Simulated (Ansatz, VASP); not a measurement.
# Mo in VASP and in Ansatz

INCAR

```
SYSTEM = Mo
PREC = Accurate
ENCUT = 520
EDIFF = 1E-6
ISMEAR = 0
SIGMA = 0.15
LREAL = .FALSE.
LASPH = .TRUE.
NELM = 100
ALGO = Fast
ISIF = 2
LWAVE = .FALSE.
LCHARG = .FALSE.
NBANDS = 13
```

KPOINTS

```
Automatic mesh
0
G
  24 24 20
  0 0 0
```

File POSCAR:

```
Mo
1.0
    2.5064396513      0.0000000000      0.0000000000
   -1.2532198256      2.1706404110      0.0000000000
    0.0000000000      0.0000000000      3.0435739151
Mo
1
Direct
    0.0000000000      0.0000000000      0.5000000000
```

Input for Ansatz:

```yaml
crystal:
  lattice:
    - [2.5064396513, 0.0, 0.0]
    - [-1.2532198256, 2.170640411, 0.0]
    - [0.0, 0.0, 3.0435739151]
  atoms:
    - { symbol: Mo, position: [0.0, 0.0, 0.5] }
basis:
  ecutwfc: 420
kpoints:
  mp_grid: { grid: [24, 24, 20] }
hamiltonian:
  xc: lda
scf:
  occupations: { method: gaussian, width: 0.15 }
output:
  forces: true
  stress: true
  eigenvalues: true
```

Alike in both runs: task single point; functional LDA; k mesh 24 × 24 × 20; occupations gaussian, width 0.15 eV; no spin polarisation.

|  | VASP | Ansatz |
| --- | --- | --- |
| version | VASP 6.6.1 | Ansatz 0.2.0 |
| potentials or method | VASP PAW LDA potentials, release 64 (Mo_sv), cutoff 520 eV | scalar-relativistic, plane waves, PAW |
| valence electrons in the cell | 14 | 14 |

Ansatz gave:

```
gap on the k mesh at the Fermi level (eV)                     : none
pressure (GPa)                                                : 12.1
traceless stress, the component that is largest in VASP (GPa) : -38.22
```

**Question.** What did VASP give for the same quantities?

**Answer.** gap on the k mesh at the Fermi level (eV): none; pressure (GPa): 13.2; traceless stress, the component that is largest in VASP (GPa): -38.96.

LDA's correlation is that of Perdew and Zunger in VASP and of Perdew and Wang (1992) in Ansatz. A gap of «none» marks a metal or a gap that the smearing closes.
